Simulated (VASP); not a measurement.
A run of VASP 6.6.1:

INCAR

```
SYSTEM = ZnS
ALGO = Normal
EDIFF = 1E-6
ENCUT = 500
GGA = PS
GGA_COMPAT = .FALSE.
ISIF = 2
ISMEAR = 0
LASPH = .TRUE.
LCHARG = .FALSE.
LREAL = .FALSE.
LWAVE = .FALSE.
NBANDS = 16
NELM = 120
PREC = Accurate
SIGMA = 0.01
```

The input KPOINTS:

```
k-points
0
G
  8 8 8
  0 0 0
```

POSCAR

```
ZnS
1.0
    2.6911584495      2.6911584495      0.0000000000
   -2.6911584495      2.6911584495      0.0000000000
    0.0000000000      2.6911584495      2.6625668710
Zn S
1 1
Direct
    0.7500000000      0.2500000000      0.5000000000
    0.0000000000      0.0000000000      0.0000000000
```

Potentials or basis: VASP PAW PBE potentials, release 64 (Zn, S).

Run with:

```console
$ cat potpaw_PBE.64/Zn/POTCAR potpaw_PBE.64/S/POTCAR > POTCAR
$ mpirun -np 1 vasp_std > vasp.out
```

Hardware: 1 thread of Intel(R) Xeon(R) Platinum 8488C (Sapphire Rapids), with other jobs on the host.

Task: Estimate the wall time of this run.

Result: It took 24 s on 1 thread of Intel(R) Xeon(R) Platinum 8488C (Sapphire Rapids) (shared host), peak memory 0.17 GiB. Counts: scf iterations 12, k points 59.
